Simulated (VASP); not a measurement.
# TiO (P6_3/mmc) in VASP: a series of runs

Runs on TiO. Level: r2SCAN. Tasks: single point.

Program: VASP 6.6.1. These are calculated values, not measurements. Logs are shortened: lines on timing, memory, paths and dates and some standing lists are left out, and cuts for length are marked.

## (1) The cell of the first run

The structure is hexagonal, space group P6_3/mmc (No. 194). The conventional cell has a = 2.704 Å, b = 2.704 Å, c = 5.326 Å, α = 90.00°, β = 90.00°, γ = 120.00°. Ti (site symmetry -6m2) has 6 O at 2.05 Å and 6 Ti at 2.70 Å within 2.8 Å. Within 2.8 Å of O (site symmetry -3m) lie 6 Ti at 2.05 Å and 8 O at 2.66 to 2.70 Å.

## (2) Single point, r2SCAN (8.43 Å³/atom)

File POSCAR:

```
TiO
1.0
    2.7044514653      0.0000000000      0.0000000000
   -1.3522257327      2.3421236723      0.0000000000
    0.0000000000      0.0000000000      5.3256249258
Ti O
2 2
Direct
    0.3333333333      0.6666666667      0.2500000000
    0.6666666667      0.3333333333      0.7500000000
    0.0000000000      0.0000000000      0.0000000000
    0.0000000000      0.0000000000      0.5000000000
```

File INCAR.step1:

```
ALGO = Normal ; EDIFF = 1E-4
ENCUT = 520 ; GGA = PE
ISMEAR = 0 ; LASPH = True
LCHARG = False ; LREAL = False
LWAVE = True ; NBANDS = 26
NELM = 100 ; PREC = Accurate
SIGMA = 0.1
```

File INCAR.step2:

```
ALGO = Normal ; EDIFF = 1E-6
ENCUT = 520 ; ISIF = 2
ISMEAR = 0 ; ISTART = 1
LASPH = True ; LCHARG = False
LMIXTAU = True ; LREAL = False
LWAVE = False ; METAGGA = R2SCAN
NBANDS = 26 ; NELM = 100
PREC = Accurate ; SIGMA = 0.1
```

File KPOINTS:

```
k-points
0
Gamma
  18 18 8
```

Potentials or basis: VASP PAW PBE potentials, release 64 (Ti_sv, O).

Run with:

```console
> cat potpaw_PBE.64/Ti_sv/POTCAR potpaw_PBE.64/O/POTCAR > POTCAR
> cp INCAR.step1 INCAR
> mpirun -np 1 vasp_std > vasp.out
> cp INCAR.step2 INCAR
> mpirun -np 1 vasp_std > vasp.out
```

OUTCAR:

```text
EDIFF = 1E-6
   ENCUT = 520
   ISIF = 2
   ISMEAR = 0
   ISTART = 1
   LASPH = True
   LREAL = False
   METAGGA = R2SCAN
   NELM = 100
   PREC = Accurate

 ion  position               nearest neighbor table
   1  0.333  0.667  0.250-   3 2.05   4 2.05   3 2.05   4 2.05   3 2.05   4 2.05
   2  0.667  0.333  0.750-   3 2.05   4 2.05   3 2.05   4 2.05   3 2.05   4 2.05
   3  0.000  0.000  0.000-   1 2.05   2 2.05   2 2.05   1 2.05   2 2.05   1 2.05
   4  0.000  0.000  0.500-   1 2.05   2 2.05   2 2.05   1 2.05   2 2.05   1 2.05

  LATTYP: Found a hexagonal cell.
 ALAT       =     2.7044514653
 C/A-ratio  =     1.9692070626

  Lattice vectors:

 A1 = (   2.7044514653,   0.0000000000,   0.0000000000)
 A2 = (  -1.3522257327,   2.3421236723,   0.0000000000)
 A3 = (   0.0000000000,   0.0000000000,   5.3256249258)

Analysis of symmetry for initial positions (statically):
=====================================================================
 Subroutine PRICEL returns:
 Original cell was already a primitive cell.

 Routine SETGRP: Setting up the symmetry group for a
 hexagonal supercell.

 Subroutine GETGRP returns: Found 24 space group operations
 (whereof 12 operations were pure point group operations)
 out of a pool of 24 trial point group operations.

The static configuration has the point symmetry D_3d.
 The point group associated with its full space group is D_6h.

Analysis of symmetry for dynamics (positions and initial velocities):
=====================================================================
 Subroutine PRICEL returns:
 Original cell was already a primitive cell.

 Routine SETGRP: Setting up the symmetry group for a
 hexagonal supercell.

 Subroutine GETGRP returns: Found 24 space group operations
 (whereof 12 operations were pure point group operations)
 out of a pool of 24 trial point group operations.

The dynamic configuration has the point symmetry D_3d.
 The point group associated with its full space group is D_6h.

 Subroutine INISYM returns: Found 24 space group operations
 (whereof 12 operations are pure point group operations),
 and found     1 'primitive' translations

----------------------------------------------------------------------------------------

                                     Primitive cell

  volume of cell :      33.7334

  direct lattice vectors                    reciprocal lattice vectors
     2.704451465  0.000000000  0.000000000     0.369760749  0.213481468  0.000000000
    -1.352225733  2.342123672  0.000000000     0.000000000  0.426962936  0.000000000
     0.000000000  0.000000000  5.325624926     0.000000000  0.000000000  0.187771391

  length of vectors
     2.704451465  2.704451465  5.325624926     0.426962936  0.426962936  0.187771391

  position of ions in fractional coordinates (direct lattice)
     0.333333333  0.666666667  0.250000000
     0.666666667  0.333333333  0.750000000
     0.000000000  0.000000000  0.000000000
     0.000000000  0.000000000  0.500000000

  ion indices of the primitive-cell ions
   primitive index   ion index
                 1           1
                 2           2
                 3           3
                 4           4

----------------------------------------------------------------------------------------

 KPOINTS: k-points

Automatic generation of k-mesh.
 Grid dimensions read from file:
 generate k-points for:   18   18    8

 Generating k-lattice:

  Cartesian coordinates                     Fractional coordinates (reciprocal lattice)
     0.020542264  0.011860082  0.000000000     0.055555556  0.000000000  0.000000000
     0.000000000  0.023720163  0.000000000     0.000000000  0.055555556  0.000000000
     0.000000000  0.000000000  0.023471424     0.000000000  0.000000000  0.125000000

  Length of vectors
     0.023720163  0.023720163  0.023471424

  Shift w.r.t. Gamma in fractional coordinates (k-lattice)
     0.000000000  0.000000000  0.000000000

 Subroutine IBZKPT returns following result:
 ===========================================

 Found    185 irreducible k-points:

 Following reciprocal coordinates:
            Coordinates               Weight
  0.000000  0.000000  0.000000      1.000000
  0.055556 -0.000000  0.000000      6.000000
  0.111111 -0.000000  0.000000      6.000000
  0.166667 -0.000000  0.000000      6.000000
  0.222222 -0.000000  0.000000      6.000000
  0.277778 -0.000000  0.000000      6.000000
[... 16 lines left out ...]
  0.333333  0.111111  0.000000     12.000000
  0.388889  0.111111  0.000000     12.000000
 [... further k-points ...]
   k-points           NKPTS =    185   k-points in BZ     NKDIM =    185   number of bands    NBANDS=     26
   number of dos      NEDOS =    301   number of ions     NIONS =      4
   total plane-waves  NPLWV =  16000
   dimension x,y,z NGX =    20 NGY =   20 NGZ =   40
   dimension x,y,z NGXF=    40 NGYF=   40 NGZF=   80
   ions per type =               2   2
   NGX,Y,Z   is equivalent  to a cutoff of  12.29, 12.29, 12.49 a.u.
   NGXF,Y,Z  is equivalent  to a cutoff of  24.59, 24.59, 24.97 a.u.
 SYSTEM =  unknown system
   PREC   = accura    normal or accurate (medium, high low for compatibility)
   ISTART =      1    job   : 0-new  1-cont  2-samecut
   ICHARG =      0    charge: 1-file 2-atom 10-const
   ISPIN  =      1    spin polarized calculation?
   LNONCOLLINEAR =      F non collinear calculations
   LSORBIT =      F    spin-orbit coupling
   LASPH  =      T    aspherical Exc in radial PAW
   ENCUT  =  520.0 eV  38.22 Ry    6.18 a.u.   5.03  5.03  9.90*2*pi/ulx,y,z
   NELM   =    100;   NELMIN=  2; NELMDL=  0     # of ELM steps
   EDIFF  = 0.1E-05   stopping-criterion for ELM
   LREAL  =      F    real-space projection
   EDIFFG = 0.1E-04   stopping-criterion for IOM
   NSW    =      0    number of steps for IOM
   IBRION =     -1    ionic relax: 0-MD 1-quasi-New 2-CG
   NFREE  =      0    steps in history (QN), initial steepest desc. (CG)
   ISIF   =      2    stress and relaxation
   ISYM   =      2    0-nonsym 1-usesym 2-fastsym
   POTIM  = 0.5000    time-step for ionic-motion
   TEBEG  =    0.0;   TEEND  =   0.0 temperature during run
   PSTRESS=    0.0 pullay stress
   NELECT =      36.0000    total number of electrons
   NUPDOWN=      -1.0000    fix difference up-down
   EMIN   =  10.00;   EMAX   =-10.00  energy-range for DOS
   EFERMI =   0.00;   METHOD = LEGACY
   ISMEAR =     0;   SIGMA  =   0.10  broadening in eV -4-tet -1-fermi 0-gaus
   EFERMI_NEDOS =   21; number of points for ismear=-14 and -15
   IALGO  =     38    algorithm
   IMIX   =      4    mixing-type and parameters
     AMIX     =   0.40;   BMIX     =  1.00
     AMIX_MAG =   1.60;   BMIX_MAG =  1.00
  volume/ion in A,a.u.               =       8.43        56.91
  Fermi-wavevector in a.u.,A,eV,Ry     =   1.672974  3.161462 38.080547  2.798841
  Thomas-Fermi vector in A             =   2.758027
   LORBIT       =      0    0 simple, 1 ext, 2 COOP (PROOUT), +10 PAW based schemes
   METAGGA = R2SCAN    functional components
   LHFCALC =     F    Hartree Fock is set to
   AEXX    =    0.0000 exact exchange contribution
   IVDW    =     0    specifies the selected vdW correction
   LEPSILON=     F    determine dielectric tensor
   LRPA    =     F    only Hartree local field effects (RPA)
 non-spin polarized calculation
 Gauss-broadening in eV      SIGMA  =   0.10
  energy-cutoff  :      520.00
  volume of cell :       33.73
 maximum number of plane-waves:       933
 NGX is ok and might be reduce to    20
   NGX =  9   NGY =  9   NGZ = 19

 number of electron      36.0000008 magnetization

 Free energy of the ion-electron system (eV)
  ---------------------------------------------------
  ext. energy  EPLUGINS =         0.00000000
  ---------------------------------------------------
  free energy    TOTEN  =       -48.03360187 eV

  energy without entropy =      -48.03158532  energy(sigma->0) =      -48.03259359

 E-fermi :  13.5447     XC(G=0): -14.5603

 val. band max:       13.5333008645   @ k =   0.0556  -0.0000   0.1250
 cond. band min:      13.5584949868   @ k =   0.0000   0.0000   0.0000
 fundamental gap:      0.0251941223
 Fermi energy:        13.5446858892

 k-point     1 :       0.0000    0.0000    0.0000
  band No.  band energies     occupation
      1     -46.5159      2.00000
      2     -46.4296      2.00000
      3     -22.5647      2.00000
      4     -21.6648      2.00000
      5     -21.1421      2.00000
      6     -21.1421      2.00000
[... 18 lines left out ...]
     25      16.2751      0.00000
     26      17.4811      0.00000

 k-point     2 :       0.0556   -0.0000    0.0000
  band No.  band energies     occupation
      1     -46.5089      2.00000
      2     -46.4239      2.00000
      3     -22.5469      2.00000
      4     -21.6615      2.00000
      5     -21.1840      2.00000
      6     -21.1640      2.00000
[... 18 lines left out ...]
     25      16.5041      0.00000
     26      17.3341      0.00000

 k-point     3 :       0.1111   -0.0000    0.0000
  band No.  band energies     occupation
      1     -46.4887      2.00000
      2     -46.4072      2.00000
      3     -22.4951      2.00000
      4     -21.6524      2.00000
      5     -21.3105      2.00000
      6     -21.2687      2.00000
[... 18 lines left out ...]
     25      16.9797      0.00000
     26      17.1025      0.00000

 k-point     4 :       0.1667   -0.0000    0.0000
  band No.  band energies     occupation
      1     -46.4573      2.00000
      2     -46.3818      2.00000
      3     -22.4138      2.00000
      4     -21.6396      2.00000
      5     -21.5029      2.00000
      6     -21.4231      2.00000
[... 18 lines left out ...]
     25      16.5580      0.00000
     26      17.5577      0.00000
[... 496 lines left out ...]
      1     -46.3244      2.00000
      2     -46.2795      2.00000
      3     -22.1737      2.00000
      4     -22.0427      2.00000
      5     -21.9808      2.00000
      6     -21.6137      2.00000
[... 18 lines left out ...]
     25      17.3992      0.00000
     26      17.7603      0.00000

 k-point    23 :       0.3333    0.1111    0.0000
  band No.  band energies     occupation
      1     -46.2918      2.00000
      2     -46.2573      2.00000
      3     -22.3234      2.00000
      4     -22.1004      2.00000
      5     -21.9376      2.00000
      6     -21.6244      2.00000
[... 18 lines left out ...]
     25      17.7722      0.00000
     26      17.9675      0.00000

 k-point    24 :       0.3889    0.1111    0.0000
  band No.  band energies     occupation
      1     -46.2693      2.00000
      2     -46.2437      2.00000
      3     -22.4196      2.00000
      4     -22.1779      2.00000
      5     -21.8551      2.00000
      6     -21.6446      2.00000
[... 18 lines left out ...]
     25      17.9684      0.00000
     26      18.1748      0.00000

 [... further k-points ...]

------------------------ aborting loop because EDIFF is reached ----------------------------------------

  FORCE on cell =-STRESS in cart. coord.  units (eV):
  Direction    XX          YY          ZZ          XY          YZ          ZX
  --------------------------------------------------------------------------------------
  -------------------------------------------------------------------------------------
  Total        9.3936794      9.3936794      9.5254525     -0.0000000      0.0000000     -0.0000000
  in kB      446.1559873    446.1559874    452.4145937     -0.0000000      0.0000000     -0.0000000
  external PRESSURE =     448.2421895 kB  Pullay stress =       0.0000000 kB

 VOLUME and BASIS-vectors are now :
 -----------------------------------------------------------------------------
  energy-cutoff  :      520.00
  volume of cell :       33.73
      direct lattice vectors                 reciprocal lattice vectors
     2.704451465  0.000000000  0.000000000     0.369760749  0.213481468  0.000000000
    -1.352225733  2.342123672  0.000000000     0.000000000  0.426962936  0.000000000
     0.000000000  0.000000000  5.325624926     0.000000000  0.000000000  0.187771391

 POSITION                                       TOTAL-FORCE (eV/Angst)
 -----------------------------------------------------------------------------------
     -0.00000      1.56142      1.33141         0.000000     -0.000000      0.000000
      1.35223      0.78071      3.99422         0.000000      0.000000      0.000000
      0.00000      0.00000      0.00000        -0.000000      0.000000      0.000000
      0.00000      0.00000      2.66281        -0.000000      0.000000      0.000000
 -----------------------------------------------------------------------------------
    total drift:                                0.000000     -0.000000      0.000000

  FREE ENERGIE OF THE ION-ELECTRON SYSTEM (eV)
  ---------------------------------------------------
  free  energy   TOTEN  =       -48.0336018655 eV

  energy  without entropy=      -48.0315853192  energy(sigma->0) =      -48.03259359
```

Run time: 15 min. Hardware: 1 thread of Intel Xeon 8259CL, shared host; peak memory 0.26 GiB.

Results:

- Free energy: -48.0336 eV
- Pressure: 44.8 GPa
- Band gap on the k mesh: zero (bands 18 and 19 overlap by 0.15 eV)

Levels at points of the mesh, in eV from the Fermi level:
```
           k point  band 15  band 16  band 17  band 18  band 19  band 20  band 21  band 22
(0.00, 0.00, 0.00)    -6.31    -6.16    -2.48    -0.18    -0.18     0.01     1.34     1.34
(0.50, 0.00, 0.00)    -6.85    -6.36    -3.37    -0.04     1.33     2.07     2.63     3.09
(0.00, 0.00, 0.50)    -6.62    -6.62    -0.77    -0.77     0.90     0.90     0.90     0.90
(0.50, 0.00, 0.50)    -7.21    -7.21    -1.64    -1.64     2.77     2.77     2.94     2.94
```

Caveat: the cell stands under pressure; the PAW data sets were made with another functional, which shifts forces and pressure a little; semilocal functionals often make such compounds metallic where correlation or magnetic order opens a gap, which also shifts bond lengths.

## (3) Single point, r2SCAN (8.72 Å³/atom)

This run uses another cell than the first one, of 8.72 Å³/atom.

File POSCAR:

```
TiO
1.0
    2.7359451430      0.0000000000      0.0000000000
   -1.3679725715      2.3693979972      0.0000000000
    0.0000000000      0.0000000000      5.3811228860
Ti O
2 2
Direct
    0.3333333333      0.6666666667      0.2500000000
    0.6666666667      0.3333333333      0.7500000000
    0.0000000000      0.0000000000      0.0000000000
    0.0000000000      0.0000000000      0.5000000000
```

File INCAR.step1:

```
PREC = Accurate ; ENCUT = 520
ISMEAR = 0 ; SIGMA = 0.1
LREAL = False ; LASPH = True
NELM = 100 ; NBANDS = 26
GGA = PE ; ALGO = Normal
EDIFF = 1E-4 ; LWAVE = True
LCHARG = False
```

File INCAR.step2:

```
PREC = Accurate ; ENCUT = 520
EDIFF = 1E-7 ; ISMEAR = 0
SIGMA = 0.1 ; LREAL = False
LASPH = True ; NELM = 100
ALGO = Normal ; ISIF = 2
LWAVE = False ; LCHARG = False
METAGGA = R2SCAN ; LMIXTAU = True
NBANDS = 26 ; ISTART = 1
```

File KPOINTS:

```
Automatic mesh
0
Gamma
  18 18 8
```

Potentials or basis: VASP PAW PBE potentials, release 64 (Ti_sv, O).

Run with:

```console
> cat potpaw_PBE.64/Ti_sv/POTCAR potpaw_PBE.64/O/POTCAR > POTCAR
> cp INCAR.step1 INCAR
> mpirun -np 1 vasp_std > vasp.out
> cp INCAR.step2 INCAR
> mpirun -np 1 vasp_std > vasp.out
```

Run time: 18 min. Hardware: 1 thread of Intel Xeon 8259CL, shared host; peak memory 0.26 GiB.

The run converged. Its results:

```yaml
Free_energy: -48.3080 eV
Pressure: 31.4 GPa
Band_gap_on_the_k_mesh: zero (bands 18 and 19 overlap by 0.11 eV)
```

Stress tensor (GPa, compression positive):
```
31.20  0.00  0.00
 0.00 31.20  0.00
 0.00  0.00 31.74
```

Levels at points of the mesh, in eV from the Fermi level:
```csv
k point,band 15,band 16,band 17,band 18,band 19,band 20,band 21,band 22
"(0.00, 0.00, 0.00)",-6.15,-6.04,-2.39,-0.15,-0.15,0.01,1.31,1.31
"(0.50, 0.00, 0.00)",-6.69,-6.24,-3.23,-0.05,1.27,2.00,2.51,2.93
"(0.00, 0.00, 0.50)",-6.45,-6.45,-0.74,-0.74,0.88,0.88,0.88,0.88
"(0.50, 0.00, 0.50)",-7.03,-7.03,-1.58,-1.58,2.63,2.63,2.82,2.82
```

Caveat: the cell stands under pressure; the PAW data sets were made with another functional, which shifts forces and pressure a little; semilocal functionals often make such compounds metallic where correlation or magnetic order opens a gap, which also shifts bond lengths.

The gap in the log of VASP goes by the Fermi energy; the results here count the filled bands.